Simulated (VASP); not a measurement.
# SiO2 (Pnnm) in VASP: notebook, part 2 of 2

VASP 6.6.1. Earlier steps stand in the parts before.

**4. Single point, PBE (mode 4 frozen in at -0.223 Å, normal strain along y +0.0700)**

INCAR reads:

```
ALGO = Normal
EDIFF = 1E-6
ENCUT = 520
GGA = PE
ISIF = 2
ISMEAR = 0
LASPH = True
LCHARG = False
LREAL = False
LWAVE = False
NBANDS = 25
NELM = 100
PREC = Accurate
SIGMA = 0.05
```

KPOINTS reads:

```
k-points
0
Gamma
  6 6 8
```

POSCAR reads:

```
SiO2
1.0
    4.2358788266      0.0000000000      0.0000000000
    0.0000000000      4.5323903445      0.0000000000
    0.0000000000      0.0000000000      2.6897743046
Si O
2 4
Direct
    0.5000000000      0.5000000000      0.5000000000
    0.0000000000      0.0000000000      0.0000000000
    0.6557534092      0.7302721762      0.0000000000
    0.1557534092      0.7697278238      0.5000000000
    0.3442465908      0.2697278238      0.0000000000
    0.8442465908      0.2302721762      0.5000000000
```

Potentials or basis: VASP PAW PBE potentials, release 64 (Si, O).

The run is started by

```
cat potpaw_PBE.64/Si/POTCAR potpaw_PBE.64/O/POTCAR > POTCAR
mpirun -np 1 vasp_std > vasp.out
```

OUTCAR:

```text
EDIFF = 1E-6
   ENCUT = 520
   GGA = PE
   ISIF = 2
   ISMEAR = 0
   LASPH = True
   LREAL = False
   NELM = 100
   PREC = Accurate

 ion  position               nearest neighbor table
   1  0.500  0.500  0.500-   3 1.83   5 1.83   3 1.83   5 1.83   4 1.90   6 1.90
   2  0.000  0.000  0.000-   4 1.83   6 1.83   4 1.83   6 1.83   5 1.90   3 1.90
   3  0.656  0.730  0.000-   1 1.83   1 1.83   2 1.90
   4  0.156  0.770  0.500-   2 1.83   2 1.83   1 1.90
   5  0.344  0.270  0.000-   1 1.83   1 1.83   2 1.90
   6  0.844  0.230  0.500-   2 1.83   2 1.83   1 1.90

  LATTYP: Found a simple orthorhombic cell.
 ALAT       =     2.6897743046
 B/A-ratio  =     1.5748082727
 C/A-ratio  =     1.6850448518

  Lattice vectors:

 A1 = (   0.0000000000,   0.0000000000,   2.6897743046)
 A2 = (   4.2358788266,   0.0000000000,   0.0000000000)
 A3 = (   0.0000000000,   4.5323903445,   0.0000000000)

Analysis of symmetry for initial positions (statically):
=====================================================================
 Subroutine PRICEL returns:
 Original cell was already a primitive cell.

 Routine SETGRP: Setting up the symmetry group for a
 simple orthorhombic supercell.

 Subroutine GETGRP returns: Found  8 space group operations
 (whereof  4 operations were pure point group operations)
 out of a pool of  8 trial point group operations.

The static configuration has the point symmetry C_2h.
 The point group associated with its full space group is D_2h.

Analysis of symmetry for dynamics (positions and initial velocities):
=====================================================================
 Subroutine PRICEL returns:
 Original cell was already a primitive cell.

 Routine SETGRP: Setting up the symmetry group for a
 simple orthorhombic supercell.

 Subroutine GETGRP returns: Found  8 space group operations
[... 127 lines left out ...]
   ISMEAR =     0;   SIGMA  =   0.05  broadening in eV -4-tet -1-fermi 0-gaus
   EFERMI_NEDOS =   21; number of points for ismear=-14 and -15
   IALGO  =     38    algorithm
   IMIX   =      4    mixing-type and parameters
     AMIX     =   0.40;   BMIX     =  1.00
     AMIX_MAG =   1.60;   BMIX_MAG =  1.00
  volume/ion in A,a.u.               =       8.61        58.08
  Fermi-wavevector in a.u.,A,eV,Ry     =   1.395712  2.637514 26.504327  1.948013
  Thomas-Fermi vector in A             =   2.519137
   LORBIT       =      0    0 simple, 1 ext, 2 COOP (PROOUT), +10 PAW based schemes
   GGA     = PE    functional components
   LHFCALC =     F    Hartree Fock is set to
   AEXX    =    0.0000 exact exchange contribution
   IVDW    =     0    specifies the selected vdW correction
   LEPSILON=     F    determine dielectric tensor
   LRPA    =     F    only Hartree local field effects (RPA)
 non-spin polarized calculation
 Gauss-broadening in eV      SIGMA  =   0.05
  energy-cutoff  :      520.00
  volume of cell :       51.64
 maximum number of plane-waves:      1408
 NGX is ok and might be reduce to    32
   NGX = 15   NGY = 17   NGZ = 11

 number of electron      31.9999988 magnetization

 Free energy of the ion-electron system (eV)
  ---------------------------------------------------
  ext. energy  EPLUGINS =         0.00000000
  ---------------------------------------------------
  free energy    TOTEN  =       -45.35001119 eV

  energy without entropy =      -45.35001119  energy(sigma->0) =      -45.35001119

 E-fermi :   7.0337     XC(G=0): -11.7663

 val. band max:        6.7583630252   @ k =   0.0000   0.1667   0.0000
 cond. band min:      10.4896626115   @ k =   0.0000   0.0000   0.0000
 fundamental gap:      3.7312995863
 Fermi energy:         7.0336787653

 k-point     1 :       0.0000    0.0000    0.0000
  band No.  band energies     occupation
      1     -14.5726      2.00000
      2     -11.9919      2.00000
      3     -11.2672      2.00000
      4     -11.0802      2.00000
      5      -3.4773      2.00000
      6       0.0518      2.00000
[... 661 lines left out ...]
     24      19.1875      0.00000
     25      20.2070      0.00000

 [... further k-points ...]
[... 5 lines left out ...]
  --------------------------------------------------------------------------------------
  -------------------------------------------------------------------------------------
  Total       -0.4686279    -14.6726699     -2.6645805      0.0000000      0.0000000      0.0000000
  in kB      -14.5395859   -455.2322846    -82.6709180      0.0000000      0.0000000      0.0000000
  external PRESSURE =    -184.1475962 kB  Pullay stress =       0.0000000 kB

 VOLUME and BASIS-vectors are now :
 -----------------------------------------------------------------------------
  energy-cutoff  :      520.00
  volume of cell :       51.64
      direct lattice vectors                 reciprocal lattice vectors
     4.235878827  0.000000000  0.000000000     0.236078519  0.000000000  0.000000000
     0.000000000  4.532390344  0.000000000     0.000000000  0.220634130  0.000000000
     0.000000000  0.000000000  2.689774305     0.000000000  0.000000000  0.371778405

 POSITION                                       TOTAL-FORCE (eV/Angst)
 -----------------------------------------------------------------------------------
      2.11794      2.26620      1.34489        -0.000000      0.000000      0.000000
      0.00000      0.00000      0.00000        -0.000000      0.000000      0.000000
      2.77769      3.30988      0.00000        -0.044782     -1.702158     -0.000000
      0.65975      3.48871      1.34489        -0.044782      1.702158      0.000000
      1.45819      1.22251      0.00000         0.044782      1.702158      0.000000
      3.57613      1.04368      1.34489         0.044782     -1.702158      0.000000
 -----------------------------------------------------------------------------------
    total drift:                                0.000000      0.000000      0.000000

  FREE ENERGIE OF THE ION-ELECTRON SYSTEM (eV)
  ---------------------------------------------------
  free  energy   TOTEN  =       -45.3500111918 eV

  energy  without entropy=      -45.3500111918  energy(sigma->0) =      -45.35001119
```

stdout:

```text
POSCAR found type information on POSCAR SiO
 POSCAR found :  2 types and       6 ions
 scaLAPACK will be used
 LDA part: xc-table for (Slater+PW92), standard interpolation
 POSCAR, INCAR and KPOINTS ok, starting setup
 FFT: planning ... GRIDC
 FFT: planning ... GRID_SOFT
 FFT: planning ... GRID
 WAVECAR not read
 entering main loop
```

Run time: 62 s. Hardware: 1 thread of Intel Xeon Platinum 8375C at 2.90GHz (Ice Lake), shared host; peak memory 0.2 GiB.

What came out:

- Free energy: -45.3500 eV
- Pressure: -18.4 GPa
- Largest force: 1.703 eV/Å
- Band gap on the k mesh: 3.73 eV, indirect (least direct gap 3.75 eV)

Forces on the atoms (eV/Å):
```
Si   0.000  0.000  0.000
Si   0.000  0.000  0.000
O   -0.045 -1.702  0.000
O   -0.045  1.702  0.000
O    0.045  1.702  0.000
O    0.045 -1.702  0.000
```

Caveat: the cell differs from its parent crystal (mode 4 frozen in at -0.223 Å, normal strain along y +0.0700); forces of over 1 eV/Å act on the atoms, so gaps and moduli don't describe the material at rest.

**5. Single point, PBE (mode 4 frozen in at +0.112 Å, normal strain along y +0.0700)**

INCAR reads:

```
SYSTEM = SiO2
PREC = Accurate
ENCUT = 520
EDIFF = 1E-7
ISMEAR = 0
SIGMA = 0.05
LREAL = .False.
LASPH = .True.
NELM = 100
ALGO = Normal
ISIF = 2
LWAVE = .False.
LCHARG = .True.
GGA = PE
LELF = .True.
LVHAR = .True.
NBANDS = 25
```

KPOINTS reads:

```
Automatic mesh
0
Gamma
  6 6 8
  0 0 0
```

POSCAR reads:

```
SiO2
1.0
    4.2358788266      0.0000000000      0.0000000000
    0.0000000000      4.5323903445      0.0000000000
    0.0000000000      0.0000000000      2.6897743046
Si O
2 4
Direct
    0.5000000000      0.5000000000      0.5000000000
    0.0000000000      0.0000000000      0.0000000000
    0.7116424844      0.6743831010      0.0000000000
    0.2116424844      0.8256168990      0.5000000000
    0.2883575156      0.3256168990      0.0000000000
    0.7883575156      0.1743831010      0.5000000000
```

The run is started by

```
cat potpaw_PBE.64/Si/POTCAR potpaw_PBE.64/O/POTCAR > POTCAR
mpirun -np 1 vasp_std > vasp.out
```

It took 62 s on 1 thread of Intel Xeon Platinum 8375C at 2.90GHz (Ice Lake), shared host; peak memory 0.2 GiB.

Results (log left out):

* Free energy: -46.0181 eV
* Pressure: -16.1 GPa
* Largest force: 0.726 eV/Å
* Band gap on the k mesh: 4.23 eV, direct

Forces on the atoms (eV/Å):
```
Si   0.000  0.000  0.000
Si   0.000  0.000  0.000
O   -0.644 -0.336  0.000
O   -0.644  0.336  0.000
O    0.644  0.336  0.000
O    0.644 -0.336  0.000
```

Stress tensor (GPa, compression positive):
```
-13.69   0.00   0.00
  0.00 -23.83   0.00
  0.00   0.00 -10.83
```

Levels at points of the mesh, in eV from the valence-band top:
```tsv
k point	band 12	band 13	band 14	band 15	band 16	band 17	band 18	band 19	band 20	band 21
(0.00, 0.00, 0.00)	-2.32	-2.06	-0.68	-0.40	0.00	4.23	7.00	7.98	8.74	11.39
(0.50, 0.00, 0.00)	-2.90	-2.12	-2.12	-0.70	-0.70	6.52	6.52	8.85	8.85	10.29
(0.00, 0.50, 0.00)	-3.33	-2.03	-2.03	-0.83	-0.83	6.93	6.93	9.24	9.24	10.37
(0.50, 0.50, 0.00)	-2.49	-2.05	-2.05	-1.68	-1.68	6.66	6.66	9.67	9.67	11.54
(0.00, 0.00, 0.50)	-3.95	-2.24	-2.24	-1.98	-1.98	7.86	7.86	11.23	11.23	11.82
(0.50, 0.00, 0.50)	-3.46	-1.94	-1.94	-0.97	-0.97	8.12	8.12	8.79	8.79	12.88
(0.00, 0.50, 0.50)	-2.97	-1.73	-1.73	-1.57	-1.57	7.42	7.42	8.51	8.51	11.45
(0.50, 0.50, 0.50)	-3.85	-1.50	-1.50	-1.04	-1.04	6.23	6.23	9.86	9.86	11.78
```

Caveat: the cell differs from its parent crystal (mode 4 frozen in at +0.112 Å, normal strain along y +0.0700). A k mesh can miss the band edges.
